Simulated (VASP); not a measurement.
Wanted: the native input for a VASP 6.6.1 run.

- Task: relaxation of the atoms
- Functional: r2SCAN
- Potentials or basis: VASP PAW PBE potentials, release 64 (Na_pv, S)
- Cutoff: 500 eV
- k mesh: 8 × 8 × 8
- Occupations: fermi-dirac, width 0.02 eV
- Spin: no spin polarisation
- Dipole correction: no
- Further INCAR settings: ALGO = Normal; EDIFF = 1e-07; IBRION = 2; EDIFFG = -0.01; NSW = 50

The system is Na2S.

```
Na S
1.0
     0.00000    3.23414    3.23414
     3.23414    0.00000    3.23414
     3.23414    3.23414    0.00000
Na S
2 1
Direct
  0.25000 0.25000 0.25000
  0.75000 0.75000 0.75000
  0.00000 0.00000 0.00000
```

These files were run (other wordings do the same):

POSCAR

```
Na2S
1.0
    0.0000000000      3.2341358400      3.2341358400
    3.2341358400      0.0000000000      3.2341358400
    3.2341358400      3.2341358400      0.0000000000
Na S
2 1
Direct
    0.2500000000      0.2500000000      0.2500000000
    0.7500000000      0.7500000000      0.7500000000
    0.0000000000      0.0000000000      0.0000000000
```

INCAR.step1

```
SYSTEM = Na2S
ALGO = Normal ; EDIFF = 1E-5
EDIFFG = -0.01 ; ENCUT = 500
GGA = PE ; GGA_COMPAT = .FALSE.
IBRION = 2 ; ISMEAR = -1
LASPH = .TRUE. ; LCHARG = .FALSE.
LREAL = .FALSE. ; LWAVE = .TRUE.
NELM = 120 ; NELMIN = 4
NSW = 100 ; PREC = Accurate
SIGMA = 0.02
```

INCAR.step2

```
SYSTEM = Na2S
ALGO = Normal ; EDIFF = 1E-7
EDIFFG = -0.01 ; ENCUT = 500
GGA_COMPAT = .FALSE. ; IBRION = 2
ISIF = 2 ; ISMEAR = -1
ISTART = 1 ; LASPH = .TRUE.
LCHARG = .FALSE. ; LMIXTAU = .TRUE.
LREAL = .FALSE. ; LWAVE = .FALSE.
METAGGA = R2SCAN ; NELM = 120
NELMIN = 4 ; NSW = 50
PREC = Accurate ; SIGMA = 0.02
```

KPOINTS

```
k-points
0
G
  8 8 8
  0 0 0
```

Potentials or basis: VASP PAW PBE potentials, release 64 (Na_pv, S).

Run with:

```bash
$ cat potpaw_PBE.64/Na_pv/POTCAR potpaw_PBE.64/S/POTCAR > POTCAR
$ cp INCAR.step1 INCAR
$ mpirun -np 1 vasp_std > vasp.out
$ cp INCAR.step2 INCAR
$ mpirun -np 1 vasp_std > vasp.out
```

Results of the run:

```yaml
Pressure_after_relaxing: 0.6 GPa
Band_gap_on_the_k_mesh: 3.18 eV
```

Caveat: the relaxation stopped at its first step, so nothing moved; the PAW data sets were made with another functional, which shifts forces and pressure a little.

Wall time 77 s on 1 thread of AMD EPYC 9R45 96-Core Processor (Zen 5), on a shared host, peak memory 0.18 GiB.
